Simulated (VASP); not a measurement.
## PbO (Litharge): single point with PBE

The system is PbO (Litharge).

```
Pb O
1.0
     4.08157    0.02130   -0.03631
     0.02130    4.03810   -0.00060
    -0.04559   -0.00076    4.81390
Pb O
2 2
Direct
  0.99517 0.50627 0.23941
  0.49966 0.99892 0.75881
  0.00399 0.00628 0.99752
  0.50139 0.50157 0.00361
```

```json
{
  "Program": "VASP 6.6.1",
  "Task": "single point",
  "Functional": "PBE",
  "Potentials or basis": "VASP PAW PBE potentials, release 64 (Pb_d, O)",
  "Cutoff": "520 eV",
  "k mesh": "4 × 4 × 4",
  "Occupations": "gaussian, width 0.01 eV",
  "Spin": "no spin polarisation"
}
```

| Quantity | Value |
| --- | --- |
| Pressure | 3.0 GPa |
| Largest force | 0.405 eV/Å |
| Band gap on the k mesh | 1.35 eV, indirect (least direct gap 2.20 eV) |

Forces on the atoms (eV/Å):
```
Pb   0.228 -0.048  0.331
Pb  -0.081  0.084 -0.214
O   -0.034 -0.066 -0.036
O   -0.114  0.030 -0.082
```

Stress tensor (GPa, compression positive):
```
 2.76 -0.61  0.90
-0.61  2.50 -0.20
 0.90 -0.20  3.64
```

Levels at points of the mesh, in eV from the valence-band top:
| k point | band 18 | band 19 | band 20 | band 21 | band 22 | band 23 |
| --- | --- | --- | --- | --- | --- | --- |
| (0.00, 0.00, 0.00) | -1.48 | -1.43 | 0.00 | 2.57 | 5.56 | 5.70 |
| (0.50, 0.00, 0.00) | -2.77 | -1.37 | -1.33 | 3.66 | 3.77 | 6.65 |
| (0.00, 0.50, 0.00) | -2.78 | -1.35 | -1.31 | 3.57 | 3.65 | 6.61 |
| (0.50, 0.50, 0.00) | -1.29 | -0.93 | -0.86 | 1.35 | 1.35 | 5.59 |
| (0.00, 0.00, 0.50) | -1.53 | -1.48 | -0.48 | 1.90 | 3.94 | 4.03 |
| (0.50, 0.00, 0.50) | -2.72 | -0.73 | -0.65 | 3.23 | 3.41 | 6.24 |
| (0.00, 0.50, 0.50) | -2.76 | -0.73 | -0.68 | 3.35 | 3.37 | 6.19 |
| (0.50, 0.50, 0.50) | -2.01 | -0.93 | -0.86 | 3.74 | 3.74 | 5.13 |

It took 110 s on 1 thread of AMD EPYC 7R13, with other jobs on the host, peak memory 0.18 GiB.

Caveat: spin-orbit coupling is left out, which moves the levels of the heavy elements. A k mesh can miss the band edges.
